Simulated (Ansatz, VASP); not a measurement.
Ca2SnN in VASP and in Ansatz

```xyz
4
Lattice="2.6735 -2.9667 0.0000 2.6735 2.9667 0.0000 0.0000 0.0000 3.4049" Properties=species:S:1:pos:R:3 pbc="T T T"
Ca    0.0000    0.0000    1.7024
Ca    0.0000    0.0000    0.0000
Sn    2.6735    0.0000    1.7024
N     2.6735    0.0000    0.0000
```

Alike in both runs: task relaxation of cell and atoms; functional PBE; k mesh 4 × 4 × 6; occupations gaussian, width 0.1 eV; no spin polarisation.

|  | VASP | Ansatz |
| --- | --- | --- |
| version | VASP 6.6.1 | Ansatz 0.2.0 |
| potentials or method | VASP PAW PBE potentials, release 64 (Ca_sv, Sn_d, N), cutoff 600 eV | scalar-relativistic, plane waves, PAW |
| valence electrons in the cell | 39 | 39 |

```tsv
	VASP	Ansatz	Ansatz less VASP
gap on the k mesh at the Fermi level, each at its own relaxed structure (eV)	none	none	-
relaxed volume (Å³/atom)	23.36	27.00	+3.643
relaxed length of the cell vector where the two differ most in proportion (Å)	5.841	6.659	+0.8175
```

A gap of «none» marks a metal or a gap that the smearing closes. One of these differences is far larger than is usual between the two programs; its cause wasn't traced.

The k mesh is coarse, so the values compare programs but aren't converged. Noted on VASP's run: the volume moved by over 15 % at a fixed basis, so the end points are rough.
